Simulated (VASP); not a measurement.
Here is a VASP 6.6.1 calculation.

The input POSCAR:

```
AlGaN2
1.0
    3.1879902044      0.0000000000      0.0000000000
    0.0000000000      3.1879902044      0.0000000000
    0.0000000000      0.0000000000      4.2911228018
Al Ga N
1 1 2
Direct
    0.5000000000      0.5000000000      0.5000000000
    0.0000000000      0.0000000000      0.0000000000
    0.5000000000      0.0000000000      0.7382648100
    0.0000000000      0.5000000000      0.2617351900
```

INCAR.step1

```
SYSTEM = AlGaN2
ALGO = Normal ; EDIFF = 1E-5
ENCUT = 1460 ; GGA = PE
GGA_COMPAT = .False. ; ISMEAR = 0
LASPH = .True. ; LCHARG = .False.
LREAL = .False. ; LWAVE = .True.
NBANDS = 21 ; NELM = 120
PREC = Accurate ; SIGMA = 0.05
```

File INCAR.step2:

```
SYSTEM = AlGaN2
ALGO = Normal ; EDIFF = 1E-6
ENCUT = 1460 ; GGA_COMPAT = .False.
ISIF = 2 ; ISMEAR = 0
ISTART = 1 ; LASPH = .True.
LCHARG = .False. ; LMIXTAU = .True.
LREAL = .False. ; LWAVE = .False.
METAGGA = R2SCAN ; NBANDS = 21
NELM = 120 ; PREC = Accurate
SIGMA = 0.05
```

Contents of KPOINTS:

```
k-points
0
Gamma
  8 8 6
  0 0 0
```

Potentials or basis: VASP PAW PBE potentials, release 64 (Al, Ga_d, N_h).

The run is started by

```console
$ cat potpaw_PBE.64/Al/POTCAR potpaw_PBE.64/Ga_d/POTCAR potpaw_PBE.64/N_h/POTCAR > POTCAR
$ cp INCAR.step1 INCAR
$ mpirun -np 1 vasp_std > vasp.out
$ cp INCAR.step2 INCAR
$ mpirun -np 1 vasp_std > vasp.out
```

(1) What does it give for the largest force?

(2) Predict the pressure.

Answers

(1) 0.077 eV/Å.

(2) -0.2 GPa.

Caveat: the cell differs from its parent crystal (strain +0.015 along x and y, -0.030 along z); the stress differs along the axes, from -2 to 4 GPa; the PAW data sets were made with another functional, which shifts forces and pressure a little.
